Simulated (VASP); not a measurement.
Ge5H2, 28 atoms in the cell. The cell holds a slab with vacuum, 28 atoms: a = 8.147 Å, b = 8.147 Å, c = 19.518 Å, α = 90.00°, β = 90.00°, γ = 90.00°. 

| Item | Value |
| --- | --- |
| Program | VASP 6.6.1 |
| Task | single point |
| Functional | PBE |
| Potentials or basis | VASP PAW PBE potentials, release 64 (Ge_d, H) |
| Cutoff | 410 eV |
| k mesh | 3 × 3 × 1 |
| Occupations | gaussian, width 0.05 eV |
| Spin | no spin polarisation |
| Dipole correction | yes |
| Further INCAR settings | ALGO = Normal; EDIFF = 1e-06; NBANDS = 164; NELMDL = -8 |

Potentials or basis: VASP PAW PBE potentials, release 64 (Ge_d, H).

Run with:

```sh
$ cat potpaw_PBE.64/Ge_d/POTCAR potpaw_PBE.64/H/POTCAR > POTCAR
$ mpirun -np 1 vasp_std > vasp.out
```

Hardware: 1 thread of Intel Xeon 8259CL, on a shared host.

**Question.** Estimate the wall time of this run.

**Answer.** Run time: 81 min on 1 thread of Intel Xeon 8259CL, on a shared host, peak memory 1 GiB. Counts: scf iterations 31, k points 4.
